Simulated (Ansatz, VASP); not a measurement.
# Pd: VASP beside Ansatz

File INCAR:

```
  ALGO = Normal
  EDIFF = 1E-6
  ENCUT = 520
  GGA = PS
  ISIF = 2
  ISMEAR = 1
  LASPH = T
  LCHARG = F
  LREAL = F
  LWAVE = F
  NBANDS = 28
  NELM = 100
  PREC = Accurate
  SIGMA = 0.1
```

File KPOINTS:

```
k-points
0
Gamma
  14 14 4
```

POSCAR

```
Pd
1.0
    2.6244320000      0.0000000000      0.0000000000
   -1.3122160000      2.2728275000      0.0000000000
    0.0000000000      0.0000000000     10.1034792244
Pd
4
Direct
    0.0000000000      0.0000000000      0.0000000000
    0.3333333333      0.6666666667      0.2500000000
    0.0000000000      0.0000000000      0.5000000000
    0.6666666667      0.3333333333      0.7500000000
```

Input for Ansatz:

```yaml
crystal:
  lattice:
    - [2.624432, 0.0, 0.0]
    - [-1.312216, 2.2728275, 0.0]
    - [0.0, 0.0, 10.103479224376732]
  atoms:
    - { symbol: Pd, position: [0.0, 0.0, 0.0] }
    - { symbol: Pd, position: [0.3333333333333333, 0.6666666666666666, 0.25] }
    - { symbol: Pd, position: [0.0, 0.0, 0.5] }
    - { symbol: Pd, position: [0.6666666666666666, 0.3333333333333333, 0.75] }
basis:
  ecutwfc: 420.0
kpoints:
  mp_grid:
    grid: [14, 14, 4]
hamiltonian:
  xc: pbesol
scf:
  convergence:
    dr2_threshold: 1.0e-10
  occupations:
    method: cold
output:
  stress: true
```

Alike in both runs: task single point; functional PBEsol; k mesh 14 × 14 × 4; no spin polarisation.

```csv
,VASP,Ansatz
version,VASP 6.6.1,Ansatz 0.2.0
potentials or method,"VASP PAW PBE potentials, release 64 (Pd), cutoff 520 eV","plane waves, PAW"
occupations,"methfessel-paxton of order 1, width 0.1 eV",cold
valence electrons in the cell,40,72
```

|  | VASP | Ansatz | Ansatz less VASP |
| --- | --- | --- | --- |
| pressure (GPa) | -0.9 | -0.5 | +0.41 |
| traceless stress, the component that is largest in VASP (GPa) | -17.02 | -17.05 | -0.023 |

VASP's potentials were made for PBE, not for PBEsol. VASP's potentials hold 40 valence electrons a cell and Ansatz's 72, so a difference there can come from the potentials and not from the codes. Ansatz's warnings: structure snapped to symmetry.
